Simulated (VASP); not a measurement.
Wanted: the native input for a VASP 6.6.1 run.

* Task: single point
* Functional: r2SCAN
* Potentials or basis: VASP PAW PBE potentials, release 64 (Hf_pv, C)
* Cutoff: 520 eV
* k mesh: 7 × 7 × 7
* Occupations: fermi-dirac, width 0.1 eV
* Spin: no spin polarisation
* Dipole correction: no
* Further INCAR settings: ALGO = Normal; EDIFF = 1e-06; NBANDS = 14

HfC:

```
Hf C
1.0
     0.00000    2.32500    2.32500
     2.32500    0.00000    2.32500
     2.32500    2.32500    0.00000
Hf C
1 1
Direct
  0.50000 0.50000 0.50000
  0.00000 0.00000 0.00000
```

One way to write it, as run:

POSCAR

```
HfC
1.0
    0.0000000000      2.3250000000      2.3250000000
    2.3250000000      0.0000000000      2.3250000000
    2.3250000000      2.3250000000      0.0000000000
Hf C
1 1
Direct
    0.5000000000      0.5000000000      0.5000000000
    0.0000000000      0.0000000000      0.0000000000
```

INCAR.step1

```
SYSTEM = HfC
ALGO = Normal
EDIFF = 1E-4
ENCUT = 520
GGA = PE
ISMEAR = -1
LASPH = .TRUE.
LCHARG = .FALSE.
LREAL = .FALSE.
LWAVE = .TRUE.
NBANDS = 14
NELM = 80
PREC = Accurate
SIGMA = 0.1
```

INCAR.step2

```
SYSTEM = HfC
ALGO = Normal
EDIFF = 1E-6
ENCUT = 520
ISIF = 2
ISMEAR = -1
ISTART = 1
LASPH = .TRUE.
LCHARG = .FALSE.
LMIXTAU = .TRUE.
LREAL = .FALSE.
LWAVE = .FALSE.
METAGGA = R2SCAN
NBANDS = 14
NELM = 80
PREC = Accurate
SIGMA = 0.1
```

KPOINTS

```
k-points
0
G
  7 7 7
  0 0 0
```

Potentials or basis: VASP PAW PBE potentials, release 64 (Hf_pv, C).

Run with:

```console
$ cat potpaw_PBE.64/Hf_pv/POTCAR potpaw_PBE.64/C/POTCAR > POTCAR
$ cp INCAR.step1 INCAR
$ mpirun -np 1 vasp_std > vasp.out
$ cp INCAR.step2 INCAR
$ mpirun -np 1 vasp_std > vasp.out
```

It gave:

```
Pressure               : -2.5 GPa
Band gap on the k mesh : zero (band 7 reaches 6.90 eV, above the bottom of band 8 at 5.42 eV)
```

Caveat: the PAW data sets were made with another functional, which shifts forces and pressure a little; spin-orbit coupling is left out, which moves the levels of the heavy elements.

Run time: 17 s on 1 thread of Intel(R) Xeon(R) Platinum 8488C (Sapphire Rapids), with other jobs on the host, peak memory 0.14 GiB.
